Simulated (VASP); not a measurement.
Here is a VASP 6.6.1 calculation.

The input INCAR:

```
SYSTEM = HfN
PREC = Accurate
ENCUT = 520
EDIFF = 1E-7
ISMEAR = 0
SIGMA = 0.15
LREAL = .FALSE.
LASPH = .TRUE.
NELM = 100
ALGO = Normal
ISIF = 2
LWAVE = .FALSE.
LCHARG = .FALSE.
GGA = PE
NBANDS = 14
```

KPOINTS

```
regular mesh
0
G
  16 16 16
  0 0 0
```

Contents of POSCAR:

```
HfN
1.0
    0.0000000000      2.2738140414      2.2738140414
    2.2738140414      0.0000000000      2.2738140414
    2.2738140414      2.2738140414      0.0000000000
Hf N
1 1
Direct
   -0.0013390996      0.0013390996      0.0013390996
    0.5170638404      0.4829361596      0.4829361596
```

Potentials or basis: VASP PAW PBE potentials, release 64 (Hf_pv, N).

Command:

```bash
$ cat potpaw_PBE.64/Hf_pv/POTCAR potpaw_PBE.64/N/POTCAR > POTCAR
$ mpirun -np 1 vasp_std > vasp.out
```

Q: Predict the pressure.

A: -1.4 GPa.

Q: Estimate the largest force.

A: 0.920 eV/Å.

Stress tensor (GPa, compression positive):
```
 0.29  0.00  0.00
 0.00 -2.25  0.00
 0.00  0.00 -2.25
```

Caveat: the cell differs from its parent crystal (mode 4 frozen in at -0.078 Å and mode 6 at +0.000 Å (largest displacements)).
